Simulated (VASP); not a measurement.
# Si (I4_1/amd) in VASP: a series of runs

Runs on Si. Level: r2SCAN. Tasks: single point.

Everything below comes from runs of VASP 6.6.1. Logs are shortened: lines on timing, memory, paths and dates and some standing lists are left out, and cuts for length are marked.

## (1) The cell of the first run

Symmetry: I4_1/amd, No. 141, tetragonal system. The conventional cell has a = 3.859 Å, b = 3.859 Å, c = 5.390 Å, α = 90.00°, β = 90.00°, γ = 90.00°. Within 3.1 Å of Si (site symmetry -4m2) lie 4 Si at 2.35 Å.

## (2) Single point, r2SCAN (strained cell)

Contents of POSCAR:

```
Si
1.0
    0.0000000000      2.7289750930      2.6949479721
    2.7289750930      0.0000000000      2.6949479721
    2.7289750930      2.7289750930      0.0000000000
Si
2
Direct
    0.0000000000      0.0000000000      0.0000000000
    0.2500000000      0.2500000000      0.2500000000
```

Contents of INCAR.step1:

```
PREC = Accurate
ENCUT = 550
ISMEAR = 0
SIGMA = 0.02
LREAL = False
LASPH = True
NELM = 120
NBANDS = 11
GGA = PE
ALGO = Normal
EDIFF = 1E-5
LWAVE = True
LCHARG = False
GGA_COMPAT = False
```

Contents of INCAR.step2:

```
PREC = Accurate
ENCUT = 550
EDIFF = 1E-6
ISMEAR = 0
SIGMA = 0.02
LREAL = False
LASPH = True
NELM = 120
ALGO = Normal
ISIF = 2
LWAVE = False
LCHARG = False
METAGGA = R2SCAN
LMIXTAU = True
NBANDS = 11
ISTART = 1
GGA_COMPAT = False
```

Contents of KPOINTS:

```
regular mesh
0
Gamma
  8 8 8
```

Potentials or basis: VASP PAW PBE potentials, release 64 (Si).

Run with:

```bash
cat potpaw_PBE.64/Si/POTCAR > POTCAR
cp INCAR.step1 INCAR
mpirun -np 1 vasp_std > vasp.out
cp INCAR.step2 INCAR
mpirun -np 1 vasp_std > vasp.out
```

OUTCAR:

```text
PREC = Accurate
   ENCUT = 550
   EDIFF = 1E-6
   ISMEAR = 0
   LREAL = False
   LASPH = True
   NELM = 120
   ISIF = 2
   METAGGA = R2SCAN
   ISTART = 1

 ion  position               nearest neighbor table
   1  0.000  0.000  0.000-   2 2.35   2 2.35   2 2.35   2 2.35
   2  0.250  0.250  0.250-   1 2.35   1 2.35   1 2.35   1 2.35

  LATTYP: Found a body centered tetragonal cell.
 ALAT       =     3.8593535879
 C/A-ratio  =     1.3965799768

  Lattice vectors:

 A1 = (   0.0000000000,  -2.7289750930,  -2.6949479721)
 A2 = (   0.0000000000,   2.7289750930,  -2.6949479721)
 A3 = (   2.7289750930,   0.0000000000,   2.6949479721)

Analysis of symmetry for initial positions (statically):
=====================================================================
 Subroutine PRICEL returns:
 Original cell was already a primitive cell.

 Routine SETGRP: Setting up the symmetry group for a
 body centered tetragonal supercell.

 Subroutine GETGRP returns: Found 16 space group operations
 (whereof  8 operations were pure point group operations)
 out of a pool of 16 trial point group operations.

The static configuration has the point symmetry D_2d.
 The point group associated with its full space group is D_4h.

Analysis of symmetry for dynamics (positions and initial velocities):
=====================================================================
 Subroutine PRICEL returns:
 Original cell was already a primitive cell.

 Routine SETGRP: Setting up the symmetry group for a
 body centered tetragonal supercell.

 Subroutine GETGRP returns: Found 16 space group operations
 (whereof  8 operations were pure point group operations)
 out of a pool of 16 trial point group operations.

The dynamic configuration has the point symmetry D_2d.
 The point group associated with its full space group is D_4h.

 Subroutine INISYM returns: Found 16 space group operations
 (whereof  8 operations are pure point group operations),
 and found     1 'primitive' translations

----------------------------------------------------------------------------------------

                                     Primitive cell

  volume of cell :      40.1402

  direct lattice vectors                    reciprocal lattice vectors
     0.000000000  2.728975093  2.694947972    -0.183218968  0.183218968  0.185532339
     2.728975093  0.000000000  2.694947972     0.183218968 -0.183218968  0.185532339
     2.728975093  2.728975093  0.000000000     0.183218968  0.183218968 -0.185532339

  length of vectors
[... 91 lines left out ...]
   TEBEG  =    0.0;   TEEND  =   0.0 temperature during run
   PSTRESS=    0.0 pullay stress
   NELECT =       8.0000    total number of electrons
   NUPDOWN=      -1.0000    fix difference up-down
   EMIN   =  10.00;   EMAX   =-10.00  energy-range for DOS
   EFERMI =   0.00;   METHOD = LEGACY
   ISMEAR =     0;   SIGMA  =   0.02  broadening in eV -4-tet -1-fermi 0-gaus
   EFERMI_NEDOS =   21; number of points for ismear=-14 and -15
   IALGO  =     38    algorithm
   IMIX   =      4    mixing-type and parameters
     AMIX     =   0.40;   BMIX     =  1.00
     AMIX_MAG =   1.60;   BMIX_MAG =  1.00
  volume/ion in A,a.u.               =      20.07       135.44
  Fermi-wavevector in a.u.,A,eV,Ry     =   0.956265  1.807079 12.441752  0.914443
  Thomas-Fermi vector in A             =   2.085178
   LORBIT       =      0    0 simple, 1 ext, 2 COOP (PROOUT), +10 PAW based schemes
   METAGGA = R2SCAN    functional components
   LHFCALC =     F    Hartree Fock is set to
   AEXX    =    0.0000 exact exchange contribution
   IVDW    =     0    specifies the selected vdW correction
   LEPSILON=     F    determine dielectric tensor
   LRPA    =     F    only Hartree local field effects (RPA)
 non-spin polarized calculation
 Gauss-broadening in eV      SIGMA  =   0.02
  energy-cutoff  :      550.00
  volume of cell :       40.14
 maximum number of plane-waves:      1219
 NGX is ok and might be reduce to    30
   NGX = 15   NGY = 15   NGZ = 15

 number of electron       8.0000000 magnetization

 Free energy of the ion-electron system (eV)
  ---------------------------------------------------
  ext. energy  EPLUGINS =         0.00000000
  ---------------------------------------------------
  free energy    TOTEN  =       -17.54555372 eV

  energy without entropy =      -17.54555372  energy(sigma->0) =      -17.54555372

 E-fermi :   5.9170     XC(G=0):  -9.8447

 val. band max:        5.7762440422   @ k =   0.0000   0.0000   0.0000
 cond. band min:       6.4521668552   @ k =   0.3750   0.3750   0.0000
 fundamental gap:      0.6759228130
 Fermi energy:         5.9170234158

 k-point     1 :       0.0000    0.0000    0.0000
  band No.  band energies     occupation
      1      -6.7945      2.00000
      2       5.6832      2.00000
      3       5.6832      2.00000
      4       5.7762      2.00000
      5       8.4379      0.00000
      6       8.4890      0.00000
      7       8.4890      0.00000
      8       9.6709      0.00000
      9      13.7208      0.00000
     10      13.9557      0.00000
     11      14.4057      0.00000
[... 309 lines left out ...]
 k-point    24 :       0.3750   -0.0000    0.1250
  band No.  band energies     occupation
      1      -5.1650      2.00000
      2       0.2292      2.00000
      3       3.7884      2.00000
      4       4.0739      2.00000
      5       8.2611      0.00000
      6       9.6413      0.00000
      7      10.5138      0.00000
      8      11.6241      0.00000
      9      15.5576      0.00000
     10      15.7225      0.00000
     11      16.4039      0.00000

 [... further k-points ...]

------------------------ aborting loop because EDIFF is reached ----------------------------------------

  FORCE on cell =-STRESS in cart. coord.  units (eV):
  Direction    XX          YY          ZZ          XY          YZ          ZX
  --------------------------------------------------------------------------------------
  -------------------------------------------------------------------------------------
  Total       -0.0467444     -0.0467444      0.2832360      0.0000000      0.0000000      0.0000000
  in kB       -1.8657819     -1.8657819     11.3052322      0.0000000      0.0000000      0.0000000
  external PRESSURE =       2.5245561 kB  Pullay stress =       0.0000000 kB

 VOLUME and BASIS-vectors are now :
 -----------------------------------------------------------------------------
  energy-cutoff  :      550.00
  volume of cell :       40.14
      direct lattice vectors                 reciprocal lattice vectors
     0.000000000  2.728975093  2.694947972    -0.183218968  0.183218968  0.185532339
     2.728975093  0.000000000  2.694947972     0.183218968 -0.183218968  0.185532339
     2.728975093  2.728975093  0.000000000     0.183218968  0.183218968 -0.185532339

 POSITION                                       TOTAL-FORCE (eV/Angst)
 -----------------------------------------------------------------------------------
      0.00000      0.00000      0.00000        -0.000000     -0.000000     -0.000000
      1.36449      1.36449      1.34747         0.000000      0.000000      0.000000
 -----------------------------------------------------------------------------------
    total drift:                               -0.000000     -0.000000     -0.000000

  FREE ENERGIE OF THE ION-ELECTRON SYSTEM (eV)
  ---------------------------------------------------
  free  energy   TOTEN  =       -17.5455537182 eV

  energy  without entropy=      -17.5455537182  energy(sigma->0) =      -17.54555372
```

OUTCAR.step1:

```text
PREC = Accurate
   ENCUT = 550
   ISMEAR = 0
   LREAL = False
   LASPH = True
[... 561 lines left out ...]
      0.00000      0.00000      0.00000         0.000000      0.000000      0.000000
      1.36449      1.36449      1.34747        -0.000000     -0.000000      0.000000
 -----------------------------------------------------------------------------------
    total drift:                               -0.000000     -0.000000     -0.000000

  FREE ENERGIE OF THE ION-ELECTRON SYSTEM (eV)
  ---------------------------------------------------
  free  energy   TOTEN  =       -10.8408937016 eV

  energy  without entropy=      -10.8408937016  energy(sigma->0) =      -10.84089370
```

Wall time 65 s (1 thread of AMD EPYC 9R45 (Zen 5), shared host); peak memory 0.14 GiB.

Results:

```yaml
Free_energy: -17.5456 eV
Pressure: 0.3 GPa
Band_gap_on_the_k_mesh: 0.68 eV (least direct gap 2.66 eV)
```

Caveat: the cell differs from its parent crystal (strained cell); the PAW data sets were made with another functional, which shifts forces and pressure a little. A k mesh can miss the band edges.

## (3) Single point, r2SCAN (strained cell)

Contents of POSCAR:

```
Si
1.0
    0.0000000000      2.7300000606      2.6949479721
    2.7300000606      0.0000000000      2.6949479721
    2.7300000606      2.7300000606      0.0000000000
Si
2
Direct
    0.0000000000      0.0000000000      0.0000000000
    0.2500000000      0.2500000000      0.2500000000
```

Contents of INCAR.step1:

```
SYSTEM = Si
ALGO = Normal ; EDIFF = 1E-5
ENCUT = 550 ; GGA = PE
GGA_COMPAT = .False. ; ISMEAR = 0
LASPH = .True. ; LCHARG = .False.
LREAL = .False. ; LWAVE = .True.
NBANDS = 11 ; NELM = 120
PREC = Accurate ; SIGMA = 0.02
```

Contents of INCAR.step2:

```
SYSTEM = Si
ALGO = Normal ; EDIFF = 1E-6
ENCUT = 550 ; GGA_COMPAT = .False.
ISIF = 2 ; ISMEAR = 0
ISTART = 1 ; LASPH = .True.
LCHARG = .False. ; LMIXTAU = .True.
LREAL = .False. ; LWAVE = .False.
METAGGA = R2SCAN ; NBANDS = 11
NELM = 120 ; PREC = Accurate
SIGMA = 0.02
```

Contents of KPOINTS:

```
k-points
0
Gamma
  8 8 8
  0 0 0
```

Potentials or basis: VASP PAW PBE potentials, release 64 (Si).

Run with:

```bash
cat potpaw_PBE.64/Si/POTCAR > POTCAR
cp INCAR.step1 INCAR
mpirun -np 1 vasp_std > vasp.out
cp INCAR.step2 INCAR
mpirun -np 1 vasp_std > vasp.out
```

OUTCAR:

```text
SYSTEM = Si
   EDIFF = 1E-6
   ENCUT = 550
   ISIF = 2
   ISMEAR = 0
   ISTART = 1
   LASPH = .True.
   LREAL = .False.
   METAGGA = R2SCAN
   NELM = 120
   PREC = Accurate

 ion  position               nearest neighbor table
   1  0.000  0.000  0.000-   2 2.35   2 2.35   2 2.35   2 2.35
   2  0.250  0.250  0.250-   1 2.35   1 2.35   1 2.35   1 2.35

  LATTYP: Found a body centered tetragonal cell.
 ALAT       =     3.8608031110
 C/A-ratio  =     1.3960556364

  Lattice vectors:

 A1 = (   0.0000000000,  -2.7300000606,  -2.6949479721)
 A2 = (   0.0000000000,   2.7300000606,  -2.6949479721)
 A3 = (   2.7300000606,   0.0000000000,   2.6949479721)

Analysis of symmetry for initial positions (statically):
=====================================================================
 Subroutine PRICEL returns:
 Original cell was already a primitive cell.

 Routine SETGRP: Setting up the symmetry group for a
 body centered tetragonal supercell.

 Subroutine GETGRP returns: Found 16 space group operations
 (whereof  8 operations were pure point group operations)
 out of a pool of 16 trial point group operations.

The static configuration has the point symmetry D_2d.
[... 175 lines left out ...]
      3       5.6747      2.00000
      4       5.7704      2.00000
      5       8.4289      0.00000
      6       8.4816      0.00000
      7       8.4816      0.00000
      8       9.6538      0.00000
      9      13.7094      0.00000
     10      13.9511      0.00000
     11      14.3946      0.00000
[... 309 lines left out ...]
 k-point    24 :       0.3750   -0.0000    0.1250
  band No.  band energies     occupation
      1      -5.1685      2.00000
      2       0.2237      2.00000
      3       3.7806      2.00000
      4       4.0685      2.00000
      5       8.2536      0.00000
      6       9.6302      0.00000
      7      10.5062      0.00000
      8      11.6163      0.00000
      9      15.5470      0.00000
     10      15.7120      0.00000
     11      16.3893      0.00000

 [... further k-points ...]

------------------------ aborting loop because EDIFF is reached ----------------------------------------

  FORCE on cell =-STRESS in cart. coord.  units (eV):
  Direction    XX          YY          ZZ          XY          YZ          ZX
  --------------------------------------------------------------------------------------
  -------------------------------------------------------------------------------------
  Total       -0.0686144     -0.0686144      0.2712629      0.0000000      0.0000000      0.0000000
  in kB       -2.7366538     -2.7366538     10.8192040      0.0000000      0.0000000      0.0000000
  external PRESSURE =       1.7819655 kB  Pullay stress =       0.0000000 kB

 VOLUME and BASIS-vectors are now :
 -----------------------------------------------------------------------------
  energy-cutoff  :      550.00
  volume of cell :       40.17
      direct lattice vectors                 reciprocal lattice vectors
     0.000000000  2.730000061  2.694947972    -0.183150179  0.183150179  0.185532339
     2.730000061  0.000000000  2.694947972     0.183150179 -0.183150179  0.185532339
     2.730000061  2.730000061  0.000000000     0.183150179  0.183150179 -0.185532339

 POSITION                                       TOTAL-FORCE (eV/Angst)
 -----------------------------------------------------------------------------------
      0.00000      0.00000      0.00000         0.000000      0.000000      0.000000
      1.36500      1.36500      1.34747        -0.000000     -0.000000      0.000000
 -----------------------------------------------------------------------------------
    total drift:                               -0.000000     -0.000000     -0.000000

  FREE ENERGIE OF THE ION-ELECTRON SYSTEM (eV)
  ---------------------------------------------------
  free  energy   TOTEN  =       -17.5455102098 eV

  energy  without entropy=      -17.5455102098  energy(sigma->0) =      -17.54551021
```

Run time: 63 s. Hardware: 1 thread of AMD EPYC 9R45 (Zen 5), shared host; peak memory 0.14 GiB.

What came out:

```
Free energy            : -17.5455 eV
Pressure               : 0.2 GPa
Band gap on the k mesh : 0.67 eV (least direct gap 2.66 eV)
```

Caveat: the cell differs from its parent crystal (strained cell); the PAW data sets were made with another functional, which shifts forces and pressure a little. A k mesh can miss the band edges.
